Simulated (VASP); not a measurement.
Set up this calculation in VASP 6.6.1, as the native input.

```
Task                   : single point
Functional             : LDA
Potentials or basis    : VASP PAW LDA potentials, release 64 (B, N)
Cutoff                 : 520 eV
k mesh                 : 6 × 6 × 5
Occupations            : gaussian, width 0.01 eV
Spin                   : no spin polarisation
Dipole correction      : no
Further INCAR settings : ALGO = Normal; EDIFF = 1e-06; NBANDS = 26
```

The structure of BN lies in POSCAR:

```
BN
1.0
    1.6438210000     -4.7155350000      0.0000000000
    1.6438210000      4.7155350000      0.0000000000
   -1.1929310000      0.0000000000      4.1817430000
B N
4 4
Direct
    0.4344000000      0.5664270000      0.0002040000
    0.5664270000      0.4344000000      0.5002040000
    0.1769990000      0.5642020000      0.4918210000
    0.5642020000      0.1769990000      0.9918210000
    0.3857400000      0.7783390000      0.8407830000
    0.7783390000      0.3857400000      0.3407830000
    0.3799060000      0.5117870000      0.3210930000
    0.5117870000      0.3799060000      0.8210930000
```

These files were run (other wordings do the same):

INCAR

```
SYSTEM = BN
  PREC = Accurate
  ENCUT = 520
  EDIFF = 1E-6
  ISMEAR = 0
  SIGMA = 0.01
  LREAL = .False.
  LASPH = .True.
  NELM = 100
  ALGO = Normal
  ISIF = 2
  LWAVE = .False.
  LCHARG = .False.
  GGA = CA
  NBANDS = 26
```

KPOINTS

```
regular mesh
0
Gamma
  6 6 5
  0 0 0
```

Potentials or basis: VASP PAW LDA potentials, release 64 (B, N).

Command:

```bash
$ cat potpaw_LDA.64/B/POTCAR potpaw_LDA.64/N/POTCAR > POTCAR
$ mpirun -np 1 vasp_std > vasp.out
```

Results of the run:

* Pressure: -8.6 GPa
* Largest force: 0.033 eV/Å
* Band gap on the k mesh: 3.39 eV, indirect (least direct gap 3.91 eV)

Wall time 60 s on 1 thread of AMD EPYC 9R45 96-Core Processor (Zen 5), with other jobs on the host, peak memory 0.18 GiB.
